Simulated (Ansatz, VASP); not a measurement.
# SnO2 in VASP and in Ansatz

The input INCAR:

```
SYSTEM = SnO2
  PREC = Accurate
  ENCUT = 520
  EDIFF = 1E-6
  ISMEAR = 0
  SIGMA = 0.05
  LREAL = .FALSE.
  LASPH = .TRUE.
  NELM = 60
  ALGO = Normal
  ISIF = 2
  LWAVE = .FALSE.
  LCHARG = .TRUE.
  LELF = .TRUE.
  LVHAR = .TRUE.
  NBANDS = 35
```

Contents of KPOINTS:

```
regular mesh
0
G
  6 6 8
  0 0 0
```

POSCAR

```
SnO2
1.0
    4.7212714577      0.0000000000      0.0000000000
    0.0000000000      4.7242464993      0.0000000000
    0.0000000000      0.0000000000      3.1900194020
Sn O
2 4
Direct
    0.5706990893      0.5855080730      0.5167951466
    0.0050864146      0.0140053717      0.0144919810
    0.2809474495      0.3869330713      0.2254322531
    0.7815131856      0.1217695118      0.3700167532
    0.1284291414      0.6446462476      0.4214428818
    0.7333247197      0.7471377246     -0.0481790157
```

Input for Ansatz:

```yaml
crystal:
  lattice:
    - [4.7212714577, 0.0, 0.0]
    - [0.0, 4.7242464993, 0.0]
    - [0.0, 0.0, 3.190019402]
  atoms:
    - { symbol: Sn, position: [0.5706990893, 0.585508073, 0.5167951466] }
    - { symbol: Sn, position: [0.0050864146, 0.0140053717, 0.014491981] }
    - { symbol: O, position: [0.2809474495, 0.3869330713, 0.2254322531] }
    - { symbol: O, position: [0.7815131856, 0.1217695118, 0.3700167532] }
    - { symbol: O, position: [0.1284291414, 0.6446462476, 0.4214428818] }
    - { symbol: O, position: [0.7333247197, 0.7471377246, -0.0481790157] }
basis:
  ecutwfc: 420
kpoints:
  mp_grid: { grid: [6, 6, 8] }
hamiltonian:
  xc: lda
scf:
  occupations: { method: gaussian, width: 0.05 }
output:
  forces: true
  stress: true
  eigenvalues: true
```

Change from the starting cell: all atoms moved at random, sigma 0.4 Å a component.

Alike in both runs: task single point; functional LDA; k mesh 6 × 6 × 8; occupations gaussian, width 0.05 eV; no spin polarisation.

|  | VASP | Ansatz |
| --- | --- | --- |
| version | VASP 6.6.1 | Ansatz 0.2.0 |
| potentials or method | VASP PAW LDA potentials, release 64 (Sn_d, O), cutoff 520 eV | scalar-relativistic, plane waves, PAW |
| valence electrons in the cell | 52 | 52 |

```tsv
	VASP	Ansatz	Ansatz less VASP
gap on the k mesh at the Fermi level (eV)	0.06	0.05	-0.006
least direct gap on the mesh (eV)	0.37	0.40	+0.032
rms of the force components (eV/Å)	6.242	6.523	+0.2804
```

LDA's correlation is that of Perdew and Zunger in VASP and of Perdew and Wang (1992) in Ansatz. Atom by atom the forces differ by 0.338 eV/Å (rms over components).
